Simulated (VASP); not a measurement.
K3Na, 4 atoms in the cell. It takes space group Fm-3m (No. 225, cubic). The conventional cell has a = 10.145 Å, b = 10.145 Å, c = 10.145 Å, α = 90.00°, β = 90.00°, γ = 90.00°. Within 5.8 Å of K (site symmetry -43m) lie 10 K at 4.39 to 5.07 Å and 4 Na at 4.39 Å. Within 5.8 Å of K (site symmetry m-3m) lie 8 K at 4.39 Å and 6 Na at 5.07 Å. Na (site symmetry m-3m) has 14 K at 4.39 to 5.07 Å within 5.8 Å. 

```yaml
Program: VASP 6.6.1
Task: single point
Functional: PBEsol
Potentials_or_basis: VASP PAW PBE potentials, release 64 (K_sv, Na_pv)
Cutoff: 520 eV
k_mesh: 4 × 4 × 4
Occupations: fermi-dirac, width 0.15 eV
Spin: no spin polarisation
Dipole_correction: no
Further_INCAR_settings: ALGO = Normal; EDIFF = 1e-07; NBANDS = 25
```

Potentials or basis: VASP PAW PBE potentials, release 64 (K_sv, Na_pv).

The run is started by

```sh
$ cat potpaw_PBE.64/K_sv/POTCAR potpaw_PBE.64/Na_pv/POTCAR > POTCAR
$ mpirun -np 1 vasp_std > vasp.out
```

Hardware: 1 thread of Intel Xeon 6975P-C, on a shared host.

How long does it take, and how much memory?

Run time: 76 s on 1 thread of Intel Xeon 6975P-C, with other jobs on the host, peak memory 0.39 GiB. Counts: scf iterations 14, k points 8.
